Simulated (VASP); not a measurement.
The system is ZrB2.

```
Zr B
1.0
     3.14872    0.00000    0.00000
    -1.57436    2.72688    0.00000
     0.00000    0.00000    3.50929
Zr B
1 2
Direct
  0.00000 0.00000 0.00000
  0.66667 0.33333 0.50000
  0.33333 0.66667 0.50000
```

This cell differs from its parent crystal: volume scaled by 0.98.

Program: VASP 6.6.1. Alike in all runs: task single point; no spin polarisation; cell as given; k mesh 10 × 10 × 8; cutoff (eV) 520; smearing fermi-dirac 0.05 eV.

Task: Order these runs on this cell by their pressure, lowest first.
A. level LDA; potentials or basis VASP PAW LDA potentials, release 64 (Zr_sv, B)
B. level PBE+D3(BJ); potentials or basis VASP PAW PBE potentials, release 64 (Zr_sv, B)
C. level PBE; potentials or basis VASP PAW PBE potentials, release 64 (Zr_sv, B)

Result: A (-3.5 GPa), B (-0.4 GPa), C (6.0 GPa).

Caveats: pairwise dispersion overbinds metals, which lowers pressure and volume (some runs).
